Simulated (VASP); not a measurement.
Crystal: Sn3Te.

```
Sn Te
1.0
     3.33876    0.00000    0.00000
     0.00000    3.33876    0.00000
     0.00000    0.00000   10.30949
Sn Te
3 1
Direct
  0.50000 0.50000 0.73185
  0.00000 0.00000 0.50000
  0.50000 0.50000 0.26815
  0.00000 0.00000 0.00000
```

The cell was built from a structure type or drawn by symmetry, and may not be a known phase.

- Program: VASP 6.6.1
- Task: relaxation of cell and atoms
- Functional: PBE
- Potentials or basis: VASP PAW PBE potentials, release 64 (Sn_d, Te)
- Cutoff: 600 eV
- k mesh: 6 × 6 × 2
- Occupations: gaussian, width 0.1 eV
- Spin: no spin polarisation

At the start: pressure 0.2 GPa; volume 28.73 Å³/atom.

Task: How do energy, volume and symmetry change on relaxing?

Result: Over 13 steps the energy falls by 110.5 meV/atom and the volume is 28.47 Å³/atom (-0.9 %); space group P4/mmm (No. 123, to 0.1 Å) before and after.

Step by step:
```
step  energy change (eV)  largest force (eV/Å)  pressure (GPa)  volume (Å³)
   1              0.0000                0.2467            0.17       114.92
   2             -0.0400                0.1672           -0.14       115.43
   3             -0.1377                0.1414           -0.81       116.43
   4             -0.2890                0.0804           -1.52       117.94
   5             -0.4027                0.1862           -1.93       118.86
   6             -0.4227                0.0770           -1.16       116.80
   7             -0.4230                0.0633           -1.07       116.55
   8             -0.4336                0.0689           -0.69       115.39
   9             -0.4404                0.0888            0.08       113.51
  10             -0.4404                0.0863            0.02       113.63
  11             -0.4408                0.0762            0.00       113.66
  12             -0.4417                0.0460            0.00       113.74
  13             -0.4422                0.0131           -0.02       113.89
```

Final structure:
```xyz
4
Lattice="3.7462 0.0000 0.0000 0.0000 3.7462 0.0000 0.0000 0.0000 8.1151" Properties=species:S:1:pos:R:3 pbc="T T T"
Sn    1.8731    1.8731    6.1432
Sn    0.0000    3.7462    4.0575
Sn    1.8731    1.8731    1.9719
Te    0.0000    3.7462    8.1151
```

Caveat: a cell axis changed by over 15 % at a fixed basis, so the end point is rough.
